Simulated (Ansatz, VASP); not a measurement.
Ir2Ru3 in VASP and in Ansatz

```
CELL_PARAMETERS angstrom
2.73558 0.00000 0.00000
-1.36779 2.36908 0.00000
0.00000 0.00000 21.69182
ATOMIC_POSITIONS crystal
Ru 0.33333 0.66667 0.04829
Ru 0.33333 0.66667 0.25000
Ru 0.33333 0.66667 0.45171
Ru 0.66667 0.33333 0.54829
Ru 0.66667 0.33333 0.75000
Ru 0.66667 0.33333 0.95171
Ir 0.33333 0.66667 0.64957
Ir 0.33333 0.66667 0.85043
Ir 0.66667 0.33333 0.14957
Ir 0.66667 0.33333 0.35043
```

Alike in both runs: functional PBE; k mesh 18 × 18 × 2; occupations gaussian, width 0.1 eV; no spin polarisation.

Ansatz relaxed the structure, and its values are those at the end. VASP's run is a single point on that final structure, the one shown.

```csv
,VASP,Ansatz
version,VASP 6.6.1,Ansatz 0.2.0
potentials or method,"VASP PAW PBE potentials, release 64 (Ru_pv, Ir), cutoff 520 eV","scalar-relativistic, plane waves, PAW"
valence electrons in the cell,120,164
```

VASP gave:

```
gap on the k mesh at the Fermi level (eV) : none
pressure (GPa)                            : 0.1
rms of the force components (eV/Å)        : 0.004
```

Task: Which values does Ansatz return?

Result: gap on the k mesh at the Fermi level (eV): none; pressure (GPa): 0.0; rms of the force components (eV/Å): 0.001.

A gap of «none» marks a metal or a gap that the smearing closes. With one functional, cell and mesh, what is left measures potentials, basis and numerics. VASP's potentials hold 120 valence electrons a cell and Ansatz's 164, so a difference there can come from the potentials and not from the codes.

Neither program's run includes spin-orbit coupling.
